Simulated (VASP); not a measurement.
# In (C2/m) in VASP: single point with PBE

Aim: the single point of In with PBE.

All numbers are computed with VASP 6.6.1; they aren't measurements. Logs are shortened: lines on timing, memory, paths and dates and some standing lists are left out, and cuts for length are marked.

**1. The cell of the first run**

It takes space group C2/m (No. 12, monoclinic). Conventional cell: a = 4.821 Å, b = 4.486 Å, c = 3.221 Å, α = 90.00°, β = 128.21°, γ = 90.00°. In (site symmetry 2/m) has 12 In at 3.22 to 3.80 Å within 4.2 Å.

**2. Single point, PBE**

Input file INCAR:

```
SYSTEM = In
  PREC = Accurate
  ENCUT = 520
  EDIFF = 1E-6
  ISMEAR = 0
  SIGMA = 0.1
  LREAL = .False.
  LASPH = .True.
  NELM = 100
  ALGO = Normal
  ISIF = 2
  LWAVE = .False.
  LCHARG = .True.
  GGA = PE
  LELF = .True.
  LVHAR = .True.
  NBANDS = 34
```

Input file KPOINTS:

```
Automatic mesh
0
Gamma
  6 6 2
  0 0 0
```

Input file POSCAR:

```
In
1.0
    2.5437325170     -2.2430904334     -0.3349545440
    2.5437325170      2.2430904334     -0.3349545440
   -2.2880296857      0.0000000000      9.8963961032
In
4
Direct
   -0.1248327505     -0.1248327505      0.1250300325
    1.1248327505      1.1248327505      0.8749699675
    0.3752372341      0.3752372341      0.6250562550
    0.6247627659      0.6247627659      0.3749437450
```

Potentials or basis: VASP PAW PBE potentials, release 64 (In_d).

Launch:

```sh
$ cat potpaw_PBE.64/In_d/POTCAR > POTCAR
$ mpirun -np 1 vasp_std > vasp.out
```

OUTCAR:

```text
SYSTEM = In
   PREC = Accurate
   ENCUT = 520
   EDIFF = 1E-6
   ISMEAR = 0
   LREAL = .False.
   LASPH = .True.
   NELM = 100
   ISIF = 2
   GGA = PE

 ion  position               nearest neighbor table
   1  0.875  0.875  0.125-   2 3.22   4 3.22   4 3.29   4 3.29   2 3.29   2 3.29   4 3.79   2 3.80

   2  0.125  0.125  0.875-   1 3.22   3 3.22   3 3.29   3 3.29   1 3.29   1 3.29   3 3.79   1 3.80

   3  0.375  0.375  0.625-   4 3.22   2 3.22   2 3.29   2 3.29   4 3.29   4 3.29   2 3.79   4 3.80

   4  0.625  0.625  0.375-   3 3.22   1 3.22   1 3.29   1 3.29   3 3.29   3 3.29   1 3.79   3 3.80

  Warning from LATTYP: Got some problem with cell dimensions!
  Tried to take original basis but could not verify dimensions!
  LATTYP: Found a base centered monoclinic cell.
 ALAT       =     5.1313817494
 B/A-ratio  =     0.8742637141
 C/A-ratio  =     1.8789930777
 COS(beta)  =    -0.1629302262

  Lattice vectors:

 A1 = (  -2.5437325170,   2.2430904334,   0.3349545440)
 A2 = (  -2.5437325170,  -2.2430904334,   0.3349545440)
 A3 = (   2.7994353483,   0.0000000000,   9.2264870152)

Analysis of symmetry for initial positions (statically):
=====================================================================
 Subroutine PRICEL returns:
 Original cell was already a primitive cell.

 Routine SETGRP: Setting up the symmetry group for a
 base centered monoclinic supercell.

 Subroutine GETGRP returns: Found  4 space group operations
 (whereof  4 operations were pure point group operations)
 out of a pool of  4 trial point group operations.

The static configuration has the point symmetry C_2h.

Analysis of symmetry for dynamics (positions and initial velocities):
=====================================================================
 Subroutine PRICEL returns:
 Original cell was already a primitive cell.

 Routine SETGRP: Setting up the symmetry group for a
 base centered monoclinic supercell.

 Subroutine GETGRP returns: Found  4 space group operations
 (whereof  4 operations were pure point group operations)
 out of a pool of  4 trial point group operations.

The dynamic configuration has the point symmetry C_2h.

 Subroutine INISYM returns: Found  4 space group operations
 (whereof  4 operations are pure point group operations),
 and found     1 'primitive' translations

----------------------------------------------------------------------------------------

                                     Primitive cell

  volume of cell :     109.4960

  direct lattice vectors                    reciprocal lattice vectors
     2.543732517 -2.243090433 -0.334954544     0.202733529 -0.222906751  0.046871642
     2.543732517  2.243090433 -0.334954544     0.202733529  0.222906751  0.046871642
    -2.288029686  0.000000000  9.896396103     0.013723484  0.000000000  0.104219731

  length of vectors
     3.407964841  3.407964841 10.157447301     0.304934836  0.304934836  0.105119391

  position of ions in fractional coordinates (direct lattice)
     0.875167250  0.875167250  0.125030032
     0.124832750  0.124832750  0.874969968
     0.375237234  0.375237234  0.625056255
     0.624762766  0.624762766  0.374943745

  ion indices of the primitive-cell ions
   primitive index   ion index
                 1           1
                 2           2
                 3           3
                 4           4

----------------------------------------------------------------------------------------

 KPOINTS: Automatic mesh

Automatic generation of k-mesh.
 Grid dimensions read from file:
 generate k-points for:    6    6    2

 Generating k-lattice:

  Cartesian coordinates                     Fractional coordinates (reciprocal lattice)
     0.033788921 -0.037151125  0.007811940     0.166666667  0.000000000  0.000000000
     0.033788921  0.037151125  0.007811940     0.000000000  0.166666667  0.000000000
     0.006861742  0.000000000  0.052109865     0.000000000  0.000000000  0.500000000

  Length of vectors
     0.050822473  0.050822473  0.052559695

  Shift w.r.t. Gamma in fractional coordinates (k-lattice)
     0.000000000  0.000000000  0.000000000

 Subroutine IBZKPT returns following result:
 ===========================================

 Found     26 irreducible k-points:

 Following reciprocal coordinates:
            Coordinates               Weight
  0.000000  0.000000  0.000000      1.000000
  0.166667  0.000000  0.000000      4.000000
  0.333333  0.000000  0.000000      4.000000
  0.500000 -0.000000  0.000000      2.000000
  0.166667  0.166667  0.000000      2.000000
  0.333333  0.166667  0.000000      4.000000
[... 16 lines left out ...]
  0.333333  0.333333  0.500000      2.000000
  0.500000  0.333333  0.500000      4.000000
 [... further k-points ...]
   k-points           NKPTS =     26   k-points in BZ     NKDIM =     26   number of bands    NBANDS=     34
   number of dos      NEDOS =    301   number of ions     NIONS =      4
   total plane-waves  NPLWV =  62720
   dimension x,y,z NGX =    28 NGY =   28 NGZ =   80
   dimension x,y,z NGXF=    56 NGYF=   56 NGZF=  160
   ions per type =               4
   NGX,Y,Z   is equivalent  to a cutoff of  13.66, 13.66, 13.09 a.u.
   NGXF,Y,Z  is equivalent  to a cutoff of  27.32, 27.32, 26.19 a.u.
 SYSTEM =  In
   PREC   = accura    normal or accurate (medium, high low for compatibility)
   ISTART =      0    job   : 0-new  1-cont  2-samecut
   ICHARG =      2    charge: 1-file 2-atom 10-const
   ISPIN  =      1    spin polarized calculation?
   LNONCOLLINEAR =      F non collinear calculations
   LSORBIT =      F    spin-orbit coupling
   LASPH  =      T    aspherical Exc in radial PAW
   ENCUT  =  520.0 eV  38.22 Ry    6.18 a.u.   6.34  6.34 18.89*2*pi/ulx,y,z
   NELM   =    100;   NELMIN=  2; NELMDL= -5     # of ELM steps
   EDIFF  = 0.1E-05   stopping-criterion for ELM
   LREAL  =      F    real-space projection
   EDIFFG = 0.1E-04   stopping-criterion for IOM
   NSW    =      0    number of steps for IOM
   IBRION =     -1    ionic relax: 0-MD 1-quasi-New 2-CG
   NFREE  =      0    steps in history (QN), initial steepest desc. (CG)
   ISIF   =      2    stress and relaxation
   ISYM   =      2    0-nonsym 1-usesym 2-fastsym
   POTIM  = 0.5000    time-step for ionic-motion
   TEBEG  =    0.0;   TEEND  =   0.0 temperature during run
   PSTRESS=    0.0 pullay stress
   NELECT =      52.0000    total number of electrons
   NUPDOWN=      -1.0000    fix difference up-down
   EMIN   =  10.00;   EMAX   =-10.00  energy-range for DOS
   EFERMI =   0.00;   METHOD = LEGACY
   ISMEAR =     0;   SIGMA  =   0.10  broadening in eV -4-tet -1-fermi 0-gaus
   EFERMI_NEDOS =   21; number of points for ismear=-14 and -15
   IALGO  =     38    algorithm
   IMIX   =      4    mixing-type and parameters
     AMIX     =   0.40;   BMIX     =  1.00
     AMIX_MAG =   1.60;   BMIX_MAG =  1.00
  volume/ion in A,a.u.               =      27.37       184.73
  Fermi-wavevector in a.u.,A,eV,Ry     =   1.277252  2.413656 22.196166  1.631372
  Thomas-Fermi vector in A             =   2.409862
   LORBIT       =      0    0 simple, 1 ext, 2 COOP (PROOUT), +10 PAW based schemes
   GGA     = PE    functional components
   LHFCALC =     F    Hartree Fock is set to
   AEXX    =    0.0000 exact exchange contribution
   IVDW    =     0    specifies the selected vdW correction
   LEPSILON=     F    determine dielectric tensor
   LRPA    =     F    only Hartree local field effects (RPA)
 non-spin polarized calculation
 Gauss-broadening in eV      SIGMA  =   0.10
  energy-cutoff  :      520.00
  volume of cell :      109.50
 maximum number of plane-waves:      2985
 NGX is ok and might be reduce to    28
   NGX = 13   NGY = 13   NGZ = 37

 number of electron      52.0000022 magnetization

 Free energy of the ion-electron system (eV)
  ---------------------------------------------------
  ext. energy  EPLUGINS =         0.00000000
  ---------------------------------------------------
  free energy    TOTEN  =       -10.43318120 eV

  energy without entropy =      -10.43139879  energy(sigma->0) =      -10.43229000

 E-fermi :   6.9478     XC(G=0): -10.0324

 val. band max:        6.9454045487   @ k =   0.1667   0.1667   0.0000
 cond. band min:       7.1401257184   @ k =   0.5000   0.5000   0.0000
 fundamental gap:      0.1947211697
 Fermi energy:         6.9478394143

 k-point     1 :       0.0000    0.0000    0.0000
  band No.  band energies     occupation
      1      -7.7746      2.00000
      2      -7.7149      2.00000
      3      -7.7060      2.00000
      4      -7.6782      2.00000
      5      -7.6776      2.00000
      6      -7.6184      2.00000
[... 26 lines left out ...]
     33      13.5529      0.00000
     34      14.3673      0.00000

 k-point     2 :       0.1667    0.0000    0.0000
  band No.  band energies     occupation
      1      -7.7338      2.00000
      2      -7.6850      2.00000
      3      -7.6580      2.00000
      4      -7.6543      2.00000
      5      -7.6519      2.00000
      6      -7.6255      2.00000
[... 26 lines left out ...]
     33      13.2037      0.00000
     34      14.9347      0.00000

 k-point     3 :       0.3333    0.0000    0.0000
  band No.  band energies     occupation
      1      -7.6877      2.00000
      2      -7.6813      2.00000
      3      -7.6563      2.00000
      4      -7.6268      2.00000
      5      -7.6201      2.00000
      6      -7.6048      2.00000
[... 26 lines left out ...]
     33      14.1315      0.00000
     34      14.7266      0.00000
[... 704 lines left out ...]
 k-point    23 :       0.3333    0.3333    0.5000
  band No.  band energies     occupation
      1      -7.7640      2.00000
      2      -7.7286      2.00000
      3      -7.6558      2.00000
      4      -7.6453      2.00000
      5      -7.6360      2.00000
      6      -7.6176      2.00000
[... 26 lines left out ...]
     33      10.7753      0.00000
     34      11.8578      0.00000

 k-point    24 :       0.5000    0.3333    0.5000
  band No.  band energies     occupation
      1      -7.7427      2.00000
      2      -7.7384      2.00000
      3      -7.7055      2.00000
      4      -7.7042      2.00000
      5      -7.6454      2.00000
      6      -7.6329      2.00000
[... 26 lines left out ...]
     33       9.8912      0.00000
     34      11.7869      0.00000

 [... further k-points ...]
[... 5 lines left out ...]
  --------------------------------------------------------------------------------------
  -------------------------------------------------------------------------------------
  Total       -0.0587074     -0.0432374     -0.0884141      0.0000000      0.0000000      0.1602942
  in kB       -0.8590241     -0.6326623     -1.2937003      0.0000000      0.0000000      2.3454709
  external PRESSURE =      -0.9284622 kB  Pullay stress =       0.0000000 kB

 VOLUME and BASIS-vectors are now :
 -----------------------------------------------------------------------------
  energy-cutoff  :      520.00
  volume of cell :      109.50
      direct lattice vectors                 reciprocal lattice vectors
     2.543732517 -2.243090433 -0.334954544     0.202733529 -0.222906751  0.046871642
     2.543732517  2.243090433 -0.334954544     0.202733529  0.222906751  0.046871642
    -2.288029686  0.000000000  9.896396103     0.013723484  0.000000000  0.104219731

 POSITION                                       TOTAL-FORCE (eV/Angst)
 -----------------------------------------------------------------------------------
      4.16631      0.00000      0.65106        -0.000595      0.000000     -0.000650
     -1.36688      0.00000      8.57542         0.000595      0.000000      0.000650
      0.47886      0.00000      5.93443        -0.000772      0.000000     -0.001308
      2.32058      0.00000      3.29206         0.000772      0.000000      0.001308
 -----------------------------------------------------------------------------------
    total drift:                               -0.000000      0.000000     -0.000000

  FREE ENERGIE OF THE ION-ELECTRON SYSTEM (eV)
  ---------------------------------------------------
  free  energy   TOTEN  =       -10.4331811998 eV

  energy  without entropy=      -10.4313987918  energy(sigma->0) =      -10.43229000
```

Run time: 50 s. Hardware: 1 thread of Intel Xeon 6975P-C (Granite Rapids), shared host; peak memory 0.27 GiB.

What came out:

```yaml
Free_energy: -10.4332 eV
Pressure: -0.1 GPa
Band_gap_on_the_k_mesh: zero (band 26 reaches 10.81 eV, above the bottom of band 27 at 5.90 eV)
```

Caveat: spin-orbit coupling is left out, which moves the levels of the heavy elements.
